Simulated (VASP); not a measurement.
Set up this calculation in VASP 6.6.1, as the native input.

| Item | Value |
| --- | --- |
| Task | single point |
| Functional | PBEsol |
| Potentials or basis | VASP PAW PBE potentials, release 64 (B) |
| Cutoff | 500 eV |
| k mesh | 11 × 11 × 11 |
| Occupations | methfessel-paxton, width 0.1 eV |
| Spin | no spin polarisation |
| Dipole correction | no |
| Further INCAR settings | ALGO = Normal; EDIFF = 1e-06; NBANDS = 8 |

The structure of B lies in POSCAR:

```
B
1.0
    3.0421080000      0.0000000000      0.0000000000
   -1.5210540000      2.6345430000      0.0000000000
    0.0000000000      0.0000000000      2.7029720000
B
1
Direct
    0.3333333333      0.6666666667      0.5000000000
```

This isn't the form of B at room conditions, which is rhombohedral.

One way to write it, as run:

INCAR

```
SYSTEM = B
  PREC = Accurate
  ENCUT = 500
  EDIFF = 1E-6
  ISMEAR = 1
  SIGMA = 0.1
  LREAL = .FALSE.
  LASPH = .TRUE.
  NELM = 120
  ALGO = Normal
  ISIF = 2
  LWAVE = .FALSE.
  LCHARG = .FALSE.
  GGA = PS
  NBANDS = 8
  GGA_COMPAT = .FALSE.
```

KPOINTS

```
Automatic mesh
0
G
  11 11 11
  0 0 0
```

Potentials or basis: VASP PAW PBE potentials, release 64 (B).

Command:

```console
$ cat potpaw_PBE.64/B/POTCAR > POTCAR
$ mpirun -np 1 vasp_std > vasp.out
```

It gave:

```
Pressure               : -19.7 GPa
Band gap on the k mesh : zero (an odd number of electrons rules out a gap without spin polarisation)
```

Caveat: the cell stands under tension; the PAW data sets were made with another functional, which shifts forces and pressure a little.

Wall time 16 s on 1 thread of AMD EPYC 7R43 64-Core Processor (Zen 3), on a shared host, peak memory 0.09 GiB.
